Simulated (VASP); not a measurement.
# La3Mg (Fm-3m) in VASP: further runs

Runs on La3Mg. Level: LDA. Tasks: single point, relaxation of cell and atoms.

Everything below comes from runs of VASP 6.6.1. Logs are shortened: lines on timing, memory, paths and dates and some standing lists are left out, and cuts for length are marked.

### 1 The cell of the first run

Symmetry: Fm-3m, No. 225, cubic system. The conventional cell has a = 7.839 Å, b = 7.839 Å, c = 7.839 Å, α = 90.00°, β = 90.00°, γ = 90.00°. Mg (site symmetry m-3m) has 14 La at 3.39 to 3.92 Å within 4.5 Å. Within 4.5 Å of La (site symmetry m-3m) lie 8 La at 3.39 Å and 6 Mg at 3.92 Å. Within 4.5 Å of La (site symmetry -43m) lie 4 Mg at 3.39 Å and 10 La at 3.39 to 3.92 Å.

### 2 Single point, LDA

Input file INCAR:

```
SYSTEM = La3Mg
PREC = Accurate ; ENCUT = 600
EDIFF = 1E-6 ; ISMEAR = -1
SIGMA = 0.1 ; LREAL = .False.
LASPH = .True. ; NELM = 200
ALGO = Normal ; ISIF = 2
LWAVE = .False. ; LCHARG = .False.
GGA = CA ; NBANDS = 26
GGA_COMPAT = .False. ; LMAXMIX = 6
```

Input file KPOINTS:

```
Automatic mesh
0
Gamma
  5 5 5
  0 0 0
```

Input file POSCAR:

```
La3Mg
1.0
    0.0000000000      3.9194113141      3.9194113141
    3.9194113141      0.0000000000      3.9194113141
    3.9194113141      3.9194113141      0.0000000000
Mg La
1 3
Direct
    0.0000000000      0.0000000000      0.0000000000
    0.5000000000      0.5000000000      0.5000000000
    0.2500000000      0.2500000000      0.2500000000
    0.7500000000      0.7500000000      0.7500000000
```

Potentials or basis: VASP PAW LDA potentials, release 64 (Mg, La).

Launch:

```
> cat potpaw_LDA.64/Mg/POTCAR potpaw_LDA.64/La/POTCAR > POTCAR
> mpirun -np 1 vasp_std > vasp.out
```

OUTCAR:

```text
SYSTEM = La3Mg
   PREC = Accurate
   ENCUT = 600
   EDIFF = 1E-6
   ISMEAR = -1
   LREAL = .False.
   LASPH = .True.
   NELM = 200
   ISIF = 2
   GGA = CA

 ion  position               nearest neighbor table
   1  0.000  0.000  0.000-   4 3.39   4 3.39   4 3.39   3 3.39   4 3.39   3 3.39   3 3.39   3 3.39

   2  0.500  0.500  0.500-   3 3.39   3 3.39   3 3.39   3 3.39   4 3.39   4 3.39   4 3.39   4 3.39

   3  0.250  0.250  0.250-   1 3.39   1 3.39   1 3.39   1 3.39   2 3.39   2 3.39   2 3.39   2 3.39

   4  0.750  0.750  0.750-   2 3.39   2 3.39   2 3.39   1 3.39   2 3.39   1 3.39   1 3.39   1 3.39

  LATTYP: Found a face centered cubic cell.
 ALAT       =     7.8388226282

  Lattice vectors:

 A1 = (   0.0000000000,   3.9194113141,   3.9194113141)
 A2 = (   3.9194113141,   0.0000000000,   3.9194113141)
 A3 = (   3.9194113141,   3.9194113141,   0.0000000000)

Analysis of symmetry for initial positions (statically):
=====================================================================
 Subroutine PRICEL returns:
 Original cell was already a primitive cell.

 Routine SETGRP: Setting up the symmetry group for a
 face centered cubic supercell.

 Subroutine GETGRP returns: Found 48 space group operations
 (whereof 48 operations were pure point group operations)
 out of a pool of 48 trial point group operations.

The static configuration has the point symmetry O_h .

Analysis of symmetry for dynamics (positions and initial velocities):
=====================================================================
 Subroutine PRICEL returns:
 Original cell was already a primitive cell.

 Routine SETGRP: Setting up the symmetry group for a
 face centered cubic supercell.

 Subroutine GETGRP returns: Found 48 space group operations
 (whereof 48 operations were pure point group operations)
 out of a pool of 48 trial point group operations.

The dynamic configuration has the point symmetry O_h .

 Subroutine INISYM returns: Found 48 space group operations
 (whereof 48 operations are pure point group operations),
 and found     1 'primitive' translations

----------------------------------------------------------------------------------------

                                     Primitive cell

  volume of cell :     120.4183

  direct lattice vectors                    reciprocal lattice vectors
     0.000000000  3.919411314  3.919411314    -0.127570178  0.127570178  0.127570178
     3.919411314  0.000000000  3.919411314     0.127570178 -0.127570178  0.127570178
     3.919411314  3.919411314  0.000000000     0.127570178  0.127570178 -0.127570178

  length of vectors
     5.542884637  5.542884637  5.542884637     0.220958030  0.220958030  0.220958030

  position of ions in fractional coordinates (direct lattice)
     0.000000000  0.000000000  0.000000000
     0.500000000  0.500000000  0.500000000
     0.250000000  0.250000000  0.250000000
     0.750000000  0.750000000  0.750000000

  ion indices of the primitive-cell ions
   primitive index   ion index
                 1           1
                 2           2
                 3           3
                 4           4

----------------------------------------------------------------------------------------

 KPOINTS: Automatic mesh

Automatic generation of k-mesh.
 Grid dimensions read from file:
 generate k-points for:    5    5    5

 Generating k-lattice:

  Cartesian coordinates                     Fractional coordinates (reciprocal lattice)
    -0.025514036  0.025514036  0.025514036     0.200000000  0.000000000  0.000000000
     0.025514036 -0.025514036  0.025514036     0.000000000  0.200000000  0.000000000
     0.025514036  0.025514036 -0.025514036     0.000000000  0.000000000  0.200000000

  Length of vectors
     0.044191606  0.044191606  0.044191606

  Shift w.r.t. Gamma in fractional coordinates (k-lattice)
     0.000000000  0.000000000  0.000000000

 Subroutine IBZKPT returns following result:
 ===========================================

 Found     10 irreducible k-points:

 Following reciprocal coordinates:
            Coordinates               Weight
  0.000000  0.000000  0.000000      1.000000
  0.200000  0.000000  0.000000      8.000000
  0.400000  0.000000  0.000000      8.000000
  0.200000  0.200000  0.000000      6.000000
  0.400000  0.200000  0.000000     24.000000
 -0.400000  0.200000  0.000000     24.000000
 -0.200000  0.200000  0.000000     12.000000
  0.400000  0.400000  0.000000      6.000000
 -0.400000  0.400000  0.000000     12.000000
 -0.400000  0.400000  0.200000     24.000000
   k-points           NKPTS =     10   k-points in BZ     NKDIM =     10   number of bands    NBANDS=     26
   number of dos      NEDOS =    301   number of ions     NIONS =      4
   total plane-waves  NPLWV = 110592
   dimension x,y,z NGX =    48 NGY =   48 NGZ =   48
   dimension x,y,z NGXF=    96 NGYF=   96 NGZF=   96
   ions per type =               1   3
   NGX,Y,Z   is equivalent  to a cutoff of  14.40, 14.40, 14.40 a.u.
   NGXF,Y,Z  is equivalent  to a cutoff of  28.79, 28.79, 28.79 a.u.
 SYSTEM =  La3Mg
   PREC   = accura    normal or accurate (medium, high low for compatibility)
   ISTART =      0    job   : 0-new  1-cont  2-samecut
   ICHARG =      2    charge: 1-file 2-atom 10-const
   ISPIN  =      1    spin polarized calculation?
   LNONCOLLINEAR =      F non collinear calculations
   LSORBIT =      F    spin-orbit coupling
   LASPH  =      T    aspherical Exc in radial PAW
   ENCUT  =  600.0 eV  44.10 Ry    6.64 a.u.  11.07 11.07 11.07*2*pi/ulx,y,z
   NELM   =    200;   NELMIN=  2; NELMDL= -5     # of ELM steps
   EDIFF  = 0.1E-05   stopping-criterion for ELM
   LREAL  =      F    real-space projection
   EDIFFG = 0.1E-04   stopping-criterion for IOM
   NSW    =      0    number of steps for IOM
   IBRION =     -1    ionic relax: 0-MD 1-quasi-New 2-CG
   NFREE  =      0    steps in history (QN), initial steepest desc. (CG)
   ISIF   =      2    stress and relaxation
   ISYM   =      2    0-nonsym 1-usesym 2-fastsym
   POTIM  = 0.5000    time-step for ionic-motion
   TEBEG  =    0.0;   TEEND  =   0.0 temperature during run
   PSTRESS=    0.0 pullay stress
   NELECT =      35.0000    total number of electrons
   NUPDOWN=      -1.0000    fix difference up-down
   EMIN   =  10.00;   EMAX   =-10.00  energy-range for DOS
   EFERMI =   0.00;   METHOD = LEGACY
   ISMEAR =    -1;   SIGMA  =   0.10  broadening in eV -4-tet -1-fermi 0-gaus
   EFERMI_NEDOS =   21; number of points for ismear=-14 and -15
   IALGO  =     38    algorithm
   IMIX   =      4    mixing-type and parameters
     AMIX     =   0.40;   BMIX     =  1.00
     AMIX_MAG =   1.60;   BMIX_MAG =  1.00
  volume/ion in A,a.u.               =      30.10       203.16
  Fermi-wavevector in a.u.,A,eV,Ry     =   1.084426  2.049268 16.000182  1.175980
  Thomas-Fermi vector in A             =   2.220516
   LORBIT       =      0    0 simple, 1 ext, 2 COOP (PROOUT), +10 PAW based schemes
   GGA     = CA    functional components
   LHFCALC =     F    Hartree Fock is set to
   AEXX    =    0.0000 exact exchange contribution
   IVDW    =     0    specifies the selected vdW correction
   LEPSILON=     F    determine dielectric tensor
   LRPA    =     F    only Hartree local field effects (RPA)
 non-spin polarized calculation
  energy-cutoff  :      600.00
  volume of cell :      120.42
 maximum number of plane-waves:      4033
 NGX is ok and might be reduce to    48
   NGX = 23   NGY = 23   NGZ = 23

 number of electron      34.9999998 magnetization

 Free energy of the ion-electron system (eV)
  ---------------------------------------------------
  ext. energy  EPLUGINS =         0.00000000
  ---------------------------------------------------
  free energy    TOTEN  =       -18.53067989 eV

  energy without entropy =      -18.31326544  energy(sigma->0) =      -18.42197267

 E-fermi :   7.7076     XC(G=0): -10.0084

 val. band max:        7.5897306360   @ k =   0.4000   0.4000   0.0000
 cond. band min:       7.7151917878   @ k =  -0.4000   0.4000   0.2000
 fundamental gap:      0.1254611518
 Fermi energy:         7.7076454068

 k-point     1 :       0.0000    0.0000    0.0000
  band No.  band energies     occupation
      1     -24.9911      2.00000
      2     -24.6131      2.00000
      3     -24.4428      2.00000
      4      -9.0264      2.00000
      5      -9.0264      2.00000
      6      -9.0264      2.00000
[... 18 lines left out ...]
     25       9.2860      0.00000
     26       9.3312      0.00000

 k-point     2 :       0.2000    0.0000    0.0000
  band No.  band energies     occupation
      1     -24.9491      2.00000
      2     -24.6253      2.00000
      3     -24.4768      2.00000
      4      -9.1626      2.00000
      5      -9.1310      2.00000
      6      -9.1310      2.00000
[... 18 lines left out ...]
     25       9.3408      0.00000
     26       9.4649      0.00000

 k-point     3 :       0.4000    0.0000    0.0000
  band No.  band energies     occupation
      1     -24.8545      2.00000
      2     -24.6630      2.00000
      3     -24.5402      2.00000
      4      -9.2369      2.00000
      5      -9.2369      2.00000
      6      -9.1651      2.00000
[... 18 lines left out ...]
     25       9.3613      0.00000
     26       9.3732      0.00000

 k-point     4 :       0.2000    0.2000    0.0000
  band No.  band energies     occupation
      1     -24.9344      2.00000
      2     -24.6275      2.00000
      3     -24.4905      2.00000
      4      -9.2645      2.00000
      5      -9.2645      2.00000
      6      -8.9972      2.00000
[... 18 lines left out ...]
     25       9.3734      0.00000
     26       9.5243      0.00000

 k-point     5 :       0.4000    0.2000    0.0000
  band No.  band energies     occupation
      1     -24.8520      2.00000
      2     -24.6500      2.00000
      3     -24.5560      2.00000
      4      -9.3602      2.00000
      5      -9.3394      2.00000
      6      -9.0514      2.00000
[... 18 lines left out ...]
     25       9.3536      0.00000
     26       9.4667      0.00000

 k-point     6 :      -0.4000    0.2000    0.0000
  band No.  band energies     occupation
      1     -24.8000      2.00000
      2     -24.6754      2.00000
      3     -24.5848      2.00000
      4      -9.3254      2.00000
      5      -9.3215      2.00000
      6      -9.1352      2.00000
[... 18 lines left out ...]
     25       9.3121      0.00000
     26       9.3489      0.00000

 k-point     7 :      -0.2000    0.2000    0.0000
  band No.  band energies     occupation
      1     -24.8867      2.00000
      2     -24.6422      2.00000
      3     -24.5271      2.00000
      4      -9.2547      2.00000
      5      -9.2233      2.00000
      6      -9.1900      2.00000
[... 18 lines left out ...]
     25       9.4171      0.00000
     26       9.5217      0.00000

 k-point     8 :       0.4000    0.4000    0.0000
  band No.  band energies     occupation
      1     -24.7901      2.00000
      2     -24.6505      2.00000
      3     -24.6201      2.00000
      4      -9.4802      2.00000
      5      -9.4802      2.00000
      6      -8.9009      2.00000
[... 18 lines left out ...]
     25       9.3352      0.00000
     26       9.3704      0.00000

 k-point     9 :      -0.4000    0.4000    0.0000
  band No.  band energies     occupation
      1     -24.7209      2.00000
      2     -24.6904      2.00000
      3     -24.6508      2.00000
      4      -9.4636      2.00000
      5      -9.4602      2.00000
      6      -8.8461      2.00000
[... 18 lines left out ...]
     25       9.2583      0.00000
     26       9.4484      0.00000

 k-point    10 :      -0.4000    0.4000    0.2000
  band No.  band energies     occupation
      1     -24.7675      2.00000
      2     -24.6658      2.00000
      3     -24.6281      2.00000
      4      -9.4922      2.00000
      5      -9.2647      2.00000
      6      -9.0900      2.00000
[... 18 lines left out ...]
     25       9.3302      0.00000
     26       9.4395      0.00000

------------------------ aborting loop because EDIFF is reached ----------------------------------------

  FORCE on cell =-STRESS in cart. coord.  units (eV):
  Direction    XX          YY          ZZ          XY          YZ          ZX
  --------------------------------------------------------------------------------------
  -------------------------------------------------------------------------------------
  Total       -0.2002110     -0.2002110     -0.2002110      0.0000000      0.0000000      0.0000000
  in kB       -2.6638275     -2.6638275     -2.6638275      0.0000000      0.0000000      0.0000000
  external PRESSURE =      -2.6638275 kB  Pullay stress =       0.0000000 kB

 VOLUME and BASIS-vectors are now :
 -----------------------------------------------------------------------------
  energy-cutoff  :      600.00
  volume of cell :      120.42
      direct lattice vectors                 reciprocal lattice vectors
     0.000000000  3.919411314  3.919411314    -0.127570178  0.127570178  0.127570178
     3.919411314  0.000000000  3.919411314     0.127570178 -0.127570178  0.127570178
     3.919411314  3.919411314  0.000000000     0.127570178  0.127570178 -0.127570178

 POSITION                                       TOTAL-FORCE (eV/Angst)
 -----------------------------------------------------------------------------------
      0.00000      0.00000      0.00000         0.000000     -0.000000      0.000000
      3.91941      3.91941      3.91941         0.000000     -0.000000      0.000000
      1.95971      1.95971      1.95971        -0.000000     -0.000000     -0.000000
      5.87912      5.87912      5.87912         0.000000      0.000000      0.000000
 -----------------------------------------------------------------------------------
    total drift:                               -0.000000     -0.000000     -0.000000

  FREE ENERGIE OF THE ION-ELECTRON SYSTEM (eV)
  ---------------------------------------------------
  free  energy   TOTEN  =       -18.5306798882 eV

  energy  without entropy=      -18.3132654434  energy(sigma->0) =      -18.42197267
```

Run time: 34 s. Hardware: 1 thread of Intel Xeon 6975P-C (Granite Rapids), shared host; peak memory 0.27 GiB.

Results:

```
Free energy            : -18.5307 eV
Pressure               : -0.3 GPa
Band gap on the k mesh : zero (an odd number of electrons rules out a gap without spin polarisation)
```

Caveat: spin-orbit coupling is left out, which moves the levels of the heavy elements.

[end of part 1 of 2]
